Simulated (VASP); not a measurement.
Input of a VASP 6.6.1 run:

The input INCAR:

```
  ALGO = Normal
  EDIFF = 1E-6
  ENCUT = 520
  GGA = PE
  ISIF = 2
  ISMEAR = -1
  LASPH = T
  LCHARG = F
  LREAL = F
  LWAVE = F
  NBANDS = 11
  NELM = 60
  PREC = Accurate
  SIGMA = 0.02
```

File KPOINTS:

```
k-points
0
Gamma
  10 10 10
```

File POSCAR:

```
AlN
1.0
    0.0000000000      1.9780000000      1.9384400000
    1.9780000000      0.0000000000      1.9384400000
    1.9780000000      1.9780000000      0.0000000000
Al N
1 1
Direct
    0.0000000000      0.0000000000      0.0000000000
    0.5000000000      0.5000000000      0.5000000000
```

Potentials or basis: VASP PAW PBE potentials, release 64 (Al, N).

Launch:

```console
$ cat potpaw_PBE.64/Al/POTCAR potpaw_PBE.64/N/POTCAR > POTCAR
$ mpirun -np 1 vasp_std > vasp.out
```

Problem. Predict the pressure.

Solution. 32.8 GPa.

Problem. What does it give for the band gap on the k mesh?

Solution. 4.96 eV, indirect (least direct gap 6.91 eV).

Stress tensor (GPa, compression positive):
```
29.58  0.00  0.00
 0.00 29.58  0.00
 0.00  0.00 39.20
```

Caveat: the cell differs from its parent crystal (zz strain of -2 %). A k mesh can miss the band edges.
